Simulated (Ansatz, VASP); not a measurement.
One calculation of SiC, two programs

```xyz
2
Lattice="0.0000 2.1899 2.1899 2.1899 0.0000 2.1899 2.1899 2.1899 0.0000" Properties=species:S:1:pos:R:3 pbc="T T T"
Si    0.0000    0.0000    0.0000
C     1.0949    1.0949    1.0949
```

Alike in both runs: functional PBE; k mesh 10 × 10 × 10; occupations gaussian, width 0.02 eV; no spin polarisation.

Ansatz relaxed the structure, and its values are those at the end. VASP's run is a single point on that final structure, the one shown.

|  | VASP | Ansatz |
| --- | --- | --- |
| version | VASP 6.6.1 | Ansatz 0.2.0 |
| potentials or method | VASP PAW PBE potentials, release 64 (Si, C), cutoff 600 eV | scalar-relativistic, plane waves, PAW |
| valence electrons in the cell | 8 | 8 |

```tsv
	VASP	Ansatz	Ansatz less VASP
gap on the k mesh at the Fermi level (eV)	1.37	1.37	+0.002
least direct gap on the mesh (eV)	4.53	4.53	+0.008
pressure (GPa)	-0.2	0.0	+0.18
```

The functional is the same, so the differences come from potentials, cutoffs and numerics.
